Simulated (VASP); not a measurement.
# Co (P6_3/mmc) in VASP: settings compared

Co is run at these levels: PBE, BLYP; tasks: single point.

Program: VASP 6.6.1. These are calculated values, not measurements. Logs are shortened: lines on timing, memory, paths and dates and some standing lists are left out, and cuts for length are marked.

## 1. The cell of the first run

The structure is hexagonal, space group P6_3/mmc (No. 194). The conventional cell has a = 2.472 Å, b = 2.472 Å, c = 4.021 Å, α = 90.00°, β = 90.00°, γ = 120.00°. Co (site symmetry -6m2) has 12 Co at 2.47 Å within 3.3 Å.

## 2. Single point, PBE, collinear spin, ferromagnetic start

Contents of INCAR:

```
PREC     = Accurate       # precision mode
ENCUT    = 520            # plane-wave cutoff, eV
EDIFF    = 1E-6           # SCF threshold, eV
ISMEAR   = 0              # smearing method
SIGMA    = 0.016          # smearing width, eV
LREAL    = False          # projectors in reciprocal space
LASPH    = True           # aspherical terms in the spheres
NELM     = 150            # most SCF steps
ALGO     = Normal         # electronic algorithm
ISIF     = 2              # what is computed and relaxed
LWAVE    = False          # write WAVECAR
LCHARG   = False          # write CHGCAR
ISPIN    = 2              # spin polarisation
MAGMOM   = 2 2            # initial moments
LORBIT   = 11             # projections on sites
LMAXMIX  = 4              # l up to which the mixer works
GGA      = PE             # functional
NBANDS   = 20             # bands
```

Contents of KPOINTS:

```
regular mesh
0
Gamma
  12 12 7
```

Contents of POSCAR:

```
Co
1.0
    2.4719999032      0.0000000000      0.0000000000
   -1.2359999516      2.1408147143      0.0000000000
    0.0000000000      0.0000000000      4.0211440800
Co
2
Direct
    0.6666666667      0.3333333333      0.7500000000
    0.3333333333      0.6666666667      0.2500000000
```

Potentials or basis: VASP PAW PBE potentials, release 64 (Co).

Command:

```bash
> cat potpaw_PBE.64/Co/POTCAR > POTCAR
> mpirun -np 1 vasp_std > vasp.out
```

OUTCAR:

```text
PREC = Accurate
   ENCUT = 520
   EDIFF = 1E-6
   ISMEAR = 0
   LREAL = False
   LASPH = True
   NELM = 150
   ISIF = 2
   ISPIN = 2
   LORBIT = 11
   GGA = PE

 ion  position               nearest neighbor table
   1  0.667  0.333  0.750-   2 2.47   2 2.47   2 2.47   2 2.47   2 2.47   2 2.47
   2  0.333  0.667  0.250-   1 2.47   1 2.47   1 2.47   1 2.47   1 2.47   1 2.47

  LATTYP: Found a hexagonal cell.
 ALAT       =     2.4719999032
 C/A-ratio  =     1.6266764715

  Lattice vectors:

 A1 = (   2.4719999032,   0.0000000000,   0.0000000000)
 A2 = (  -1.2359999516,   2.1408147143,   0.0000000000)
 A3 = (   0.0000000000,   0.0000000000,   4.0211440800)

Analysis of symmetry for initial positions (statically):
=====================================================================
 Subroutine PRICEL returns:
 Original cell was already a primitive cell.

 Routine SETGRP: Setting up the symmetry group for a
 hexagonal supercell.

 Subroutine GETGRP returns: Found 24 space group operations
 (whereof 12 operations were pure point group operations)
 out of a pool of 24 trial point group operations.

The static configuration has the point symmetry D_3d.
 The point group associated with its full space group is D_6h.

Analysis of symmetry for dynamics (positions and initial velocities):
=====================================================================
 Subroutine PRICEL returns:
 Original cell was already a primitive cell.

 Routine SETGRP: Setting up the symmetry group for a
 hexagonal supercell.

 Subroutine GETGRP returns: Found 24 space group operations
 (whereof 12 operations were pure point group operations)
 out of a pool of 24 trial point group operations.

The dynamic configuration has the point symmetry D_3d.
 The point group associated with its full space group is D_6h.

Analysis of structural, dynamic, and magnetic symmetry:
=====================================================================
 Subroutine PRICEL returns:
 Original cell was already a primitive cell.

 Routine SETGRP: Setting up the symmetry group for a
 hexagonal supercell.

 Subroutine GETGRP returns: Found 24 space group operations
 (whereof 12 operations were pure point group operations)
 out of a pool of 24 trial point group operations.

The overall configuration has the point symmetry D_3d.
 The point group associated with its full space group is D_6h.

 Subroutine INISYM returns: Found 24 space group operations
 (whereof 12 operations are pure point group operations),
 and found     1 'primitive' translations

----------------------------------------------------------------------------------------

                                     Primitive cell

  volume of cell :      21.2803

  direct lattice vectors                    reciprocal lattice vectors
     2.471999903  0.000000000  0.000000000     0.404530760  0.233555943  0.000000000
    -1.235999952  2.140814714  0.000000000     0.000000000  0.467111887  0.000000000
     0.000000000  0.000000000  4.021144080     0.000000000  0.000000000  0.248685444

  length of vectors
     2.471999903  2.471999903  4.021144080     0.467111887  0.467111887  0.248685444

  position of ions in fractional coordinates (direct lattice)
     0.666666667  0.333333333  0.750000000
     0.333333333  0.666666667  0.250000000

  ion indices of the primitive-cell ions
   primitive index   ion index
                 1           1
                 2           2

----------------------------------------------------------------------------------------

 KPOINTS: regular mesh

Automatic generation of k-mesh.
 Grid dimensions read from file:
 generate k-points for:   12   12    7

 Generating k-lattice:

  Cartesian coordinates                     Fractional coordinates (reciprocal lattice)
     0.033710897  0.019462995  0.000000000     0.083333333 -0.000000000  0.000000000
     0.000000000  0.038925991  0.000000000     0.000000000  0.083333333  0.000000000
     0.000000000  0.000000000  0.035526492     0.000000000  0.000000000  0.142857143

  Length of vectors
     0.038925991  0.038925991  0.035526492

  Shift w.r.t. Gamma in fractional coordinates (k-lattice)
     0.000000000  0.000000000  0.000000000

 Subroutine IBZKPT returns following result:
 ===========================================

 Found     76 irreducible k-points:

 Following reciprocal coordinates:
            Coordinates               Weight
  0.000000  0.000000  0.000000      1.000000
  0.083333  0.000000  0.000000      6.000000
  0.166667  0.000000  0.000000      6.000000
  0.250000  0.000000  0.000000      6.000000
  0.333333  0.000000  0.000000      6.000000
  0.416667  0.000000  0.000000      6.000000
[... 16 lines left out ...]
  0.250000  0.000000  0.142857     12.000000
  0.333333  0.000000  0.142857     12.000000
 [... further k-points ...]
   k-points           NKPTS =     76   k-points in BZ     NKDIM =     76   number of bands    NBANDS=     20
   number of dos      NEDOS =    301   number of ions     NIONS =      2
   total plane-waves  NPLWV =   9720
   dimension x,y,z NGX =    18 NGY =   18 NGZ =   30
   dimension x,y,z NGXF=    36 NGYF=   36 NGZF=   60
   ions per type =               2
   NGX,Y,Z   is equivalent  to a cutoff of  12.11, 12.11, 12.40 a.u.
   NGXF,Y,Z  is equivalent  to a cutoff of  24.21, 24.21, 24.81 a.u.
 SYSTEM =  unknown system
   PREC   = accura    normal or accurate (medium, high low for compatibility)
   ISTART =      0    job   : 0-new  1-cont  2-samecut
   ICHARG =      2    charge: 1-file 2-atom 10-const
   ISPIN  =      2    spin polarized calculation?
   LNONCOLLINEAR =      F non collinear calculations
   LSORBIT =      F    spin-orbit coupling
   LASPH  =      T    aspherical Exc in radial PAW
   ENCUT  =  520.0 eV  38.22 Ry    6.18 a.u.   4.60  4.60  7.48*2*pi/ulx,y,z
   NELM   =    150;   NELMIN=  2; NELMDL= -5     # of ELM steps
   EDIFF  = 0.1E-05   stopping-criterion for ELM
   LREAL  =      F    real-space projection
   EDIFFG = 0.1E-04   stopping-criterion for IOM
   NSW    =      0    number of steps for IOM
   IBRION =     -1    ionic relax: 0-MD 1-quasi-New 2-CG
   NFREE  =      0    steps in history (QN), initial steepest desc. (CG)
   ISIF   =      2    stress and relaxation
   ISYM   =      2    0-nonsym 1-usesym 2-fastsym
   POTIM  = 0.5000    time-step for ionic-motion
   TEBEG  =    0.0;   TEEND  =   0.0 temperature during run
   PSTRESS=    0.0 pullay stress
   NELECT =      18.0000    total number of electrons
   NUPDOWN=      -1.0000    fix difference up-down
   EMIN   =  10.00;   EMAX   =-10.00  energy-range for DOS
   EFERMI =   0.00;   METHOD = LEGACY
   ISMEAR =     0;   SIGMA  =   0.02  broadening in eV -4-tet -1-fermi 0-gaus
   EFERMI_NEDOS =   21; number of points for ismear=-14 and -15
   IALGO  =     38    algorithm
   IMIX   =      4    mixing-type and parameters
     AMIX     =   0.40;   BMIX     =  1.00
     AMIX_MAG =   1.60;   BMIX_MAG =  1.00
  volume/ion in A,a.u.               =      10.64        71.80
  Fermi-wavevector in a.u.,A,eV,Ry     =   1.548246  2.925761 32.614055  2.397065
  Thomas-Fermi vector in A             =   2.653224
   LORBIT       =     11    0 simple, 1 ext, 2 COOP (PROOUT), +10 PAW based schemes
   GGA     = PE    functional components
   LHFCALC =     F    Hartree Fock is set to
   AEXX    =    0.0000 exact exchange contribution
   IVDW    =     0    specifies the selected vdW correction
   LEPSILON=     F    determine dielectric tensor
   LRPA    =     F    only Hartree local field effects (RPA)
 spin polarized calculation
 Gauss-broadening in eV      SIGMA  =   0.02
  energy-cutoff  :      520.00
  volume of cell :       21.28
 maximum number of plane-waves:       585
   NGX =  9   NGY =  9   NGZ = 15

 number of electron      17.9999990 magnetization       3.2116682

 Free energy of the ion-electron system (eV)
  ---------------------------------------------------
  ext. energy  EPLUGINS =         0.00000000
  ---------------------------------------------------
  free energy    TOTEN  =       -14.06083369 eV

  energy without entropy =      -14.06058667  energy(sigma->0) =      -14.06071018

 E-fermi :  10.5196     XC(G=0): -13.5189

 val. band max:       10.5094198573   @ k =   0.0000   0.0000   0.1429
 cond. band min:      10.5261392430   @ k =   0.3333   0.2500   0.4286
 fundamental gap:      0.0167193857
 Fermi energy:        10.5195712778

 spin component 1

 k-point     1 :       0.0000    0.0000    0.0000
  band No.  band energies     occupation
      1       1.5095      1.00000
      2       5.3037      1.00000
      3       7.8619      1.00000
      4       7.9165      1.00000
      5       7.9165      1.00000
      6       8.2314      1.00000
[... 12 lines left out ...]
     19      36.8807      0.00000
     20      36.8808      0.00000
[... 507 lines left out ...]
 k-point    24 :       0.3333    0.0000    0.1429
  band No.  band energies     occupation
      1       4.7881      1.00000
      2       6.0676      1.00000
      3       6.4514      1.00000
      4       7.2267      1.00000
      5       7.9615      1.00000
      6       8.0253      1.00000
[... 12 lines left out ...]
     19      34.0053      0.00000
     20      35.6386      0.00000

 [... further k-points ...]

 spin component 2

 k-point     1 :       0.0000    0.0000    0.0000
  band No.  band energies     occupation
      1       1.5124      1.00000
      2       6.2466      1.00000
      3       9.4889      1.00000
      4       9.5532      1.00000
      5       9.5532      1.00000
      6       9.9215      1.00000
[... 12 lines left out ...]
     19      37.1787      0.00000
     20      37.1787      0.00000
[... 507 lines left out ...]
 k-point    24 :       0.3333    0.0000    0.1429
  band No.  band energies     occupation
      1       5.0468      1.00000
      2       7.2430      1.00000
      3       7.6024      1.00000
      4       8.4994      1.00000
      5       9.4328      1.00000
      6       9.6876      1.00000
[... 12 lines left out ...]
     19      34.3308      0.00000
     20      35.9770      0.00000

 [... further k-points ...]
[... 5 lines left out ...]
  --------------------------------------------------------------------------------------
  -------------------------------------------------------------------------------------
  Total        0.6714565      0.6714565      0.2290247      0.0000000      0.0000000      0.0000000
  in kB       50.5535081     50.5535081     17.2431121      0.0000000      0.0000000      0.0000000
  external PRESSURE =      39.4500428 kB  Pullay stress =       0.0000000 kB

 VOLUME and BASIS-vectors are now :
 -----------------------------------------------------------------------------
  energy-cutoff  :      520.00
  volume of cell :       21.28
      direct lattice vectors                 reciprocal lattice vectors
     2.471999903  0.000000000  0.000000000     0.404530760  0.233555943  0.000000000
    -1.235999952  2.140814714  0.000000000     0.000000000  0.467111887  0.000000000
     0.000000000  0.000000000  4.021144080     0.000000000  0.000000000  0.248685444

 POSITION                                       TOTAL-FORCE (eV/Angst)
 -----------------------------------------------------------------------------------
      1.23600      0.71360      3.01586        -0.000000      0.000000      0.000000
     -0.00000      1.42721      1.00529         0.000000     -0.000000      0.000000
 -----------------------------------------------------------------------------------
    total drift:                                0.000000     -0.000000     -0.000000

  FREE ENERGIE OF THE ION-ELECTRON SYSTEM (eV)
  ---------------------------------------------------
  free  energy   TOTEN  =       -14.0608336938 eV

  energy  without entropy=      -14.0605866705  energy(sigma->0) =      -14.06071018

 total charge

# of ion       s       p       d       tot
------------------------------------------
    1        0.497   0.538   7.276   8.312
    2        0.497   0.538   7.276   8.312
--------------------------------------------------
tot          0.994   1.077  14.552  16.623

 magnetization (x)

# of ion       s       p       d       tot
------------------------------------------
    1       -0.015  -0.053   1.690   1.622
    2       -0.015  -0.053   1.690   1.622
--------------------------------------------------
tot         -0.029  -0.106   3.379   3.243
```

Run time: 36 s. Hardware: 1 thread of AMD EPYC 7R13 (Zen 3), shared host; peak memory 0.13 GiB.

Results:

```yaml
Free_energy: -14.0608 eV
Pressure: 3.9 GPa
Net_moment: 3.21 μB per cell
Site_moments: Co +1.62 μB
Valence_electrons_inside_the_program's_atomic_spheres: Co 8.31
```

## 3. Single point, BLYP, collinear spin, ferromagnetic start

Contents of INCAR:

```
SYSTEM = Co
  PREC = Accurate
  ENCUT = 520
  EDIFF = 1E-7
  ISMEAR = -1
  SIGMA = 0.05
  LREAL = .False.
  LASPH = .True.
  NELM = 150
  ALGO = Fast
  ISIF = 2
  LWAVE = .False.
  LCHARG = .False.
  ISPIN = 2
  MAGMOM = 2 2
  LORBIT = 11
  LMAXMIX = 4
  GGA = B5
  ALDAX = 1.0
  AGGAX = 1.0
  AGGAC = 1.0
  ALDAC = 0.0
  NBANDS = 20
```

Contents of KPOINTS:

```
Automatic mesh
0
Gamma
  12 12 7
  0 0 0
```

POSCAR is that of step 2.

Potentials or basis: VASP PAW PBE potentials, release 64 (Co).

Command:

```bash
> cat potpaw_PBE.64/Co/POTCAR > POTCAR
> mpirun -np 1 vasp_std > vasp.out
```

Wall time 64 s (1 thread of AMD EPYC 7R13 (Zen 3), shared host); peak memory 0.13 GiB.

Results (log left out):

```yaml
Free_energy: -12.0715 eV
Pressure: 13.5 GPa
Net_moment: 3.11 μB per cell
Site_moments: Co +1.56 μB
Valence_electrons_inside_the_program's_atomic_spheres: Co 8.34
```

Stress tensor (GPa, compression positive):
```
14.45  0.00  0.00
 0.00 14.45  0.00
 0.00  0.00 11.69
```

Levels at points of the mesh, in eV from the Fermi level:
Spin up:
| k point | band 8 | band 9 | band 10 | band 11 | band 12 | band 13 | band 14 | band 15 |
| --- | --- | --- | --- | --- | --- | --- | --- | --- |
| (0.00, 0.00, 0.00) | -1.86 | -1.86 | -0.74 | -0.74 | 0.09 | 6.53 | 22.58 | 25.03 |
| (0.50, 0.00, 0.00) | -0.58 | -0.52 | -0.43 | 1.52 | 3.56 | 9.96 | 10.55 | 13.20 |
Spin down:
| k point | band 5 | band 6 | band 7 | band 8 | band 9 | band 10 |
| --- | --- | --- | --- | --- | --- | --- |
| (0.00, 0.00, 0.00) | -1.03 | -0.67 | -0.67 | -0.21 | -0.21 | 0.09 |
| (0.50, 0.00, 0.00) | -1.17 | -1.09 | -0.68 | 1.18 | 1.29 | 1.34 |

Caveat: the PAW data sets were made with another functional, which shifts forces and pressure a little.
